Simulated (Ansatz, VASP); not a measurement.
SnO in VASP and in Ansatz

```
CELL_PARAMETERS angstrom
3.86859 0.00000 0.00000
0.00000 3.86859 0.00000
0.00000 0.00000 5.06621
ATOMIC_POSITIONS crystal
Sn 0.50000 0.00000 0.22875
Sn 0.00000 0.50000 0.77125
O 0.00000 0.00000 0.00000
O 0.50000 0.50000 0.00000
```

Alike in both runs: functional PBE; k mesh 12 × 12 × 10; occupations gaussian, width 0.1 eV; no spin polarisation.

Ansatz relaxed the structure, and its values are those at the end. VASP's run is a single point on that final structure, the one shown.

|  | VASP | Ansatz |
| --- | --- | --- |
| version | VASP 6.6.1 | Ansatz 0.2.0 |
| potentials or method | VASP PAW PBE potentials, release 64 (Sn_d, O), cutoff 520 eV | scalar-relativistic, plane waves, PAW |
| valence electrons in the cell | 40 | 40 |

```tsv
	VASP	Ansatz	Ansatz less VASP
gap on the k mesh at the Fermi level (eV)	0.50	0.50	-0.007
least direct gap on the mesh (eV)	1.91	1.94	+0.030
pressure (GPa)	0.2	0.0	-0.19
rms of the force components (eV/Å)	0.031	0.000	-0.0313
```

With one functional, cell and mesh, what is left measures potentials, basis and numerics.
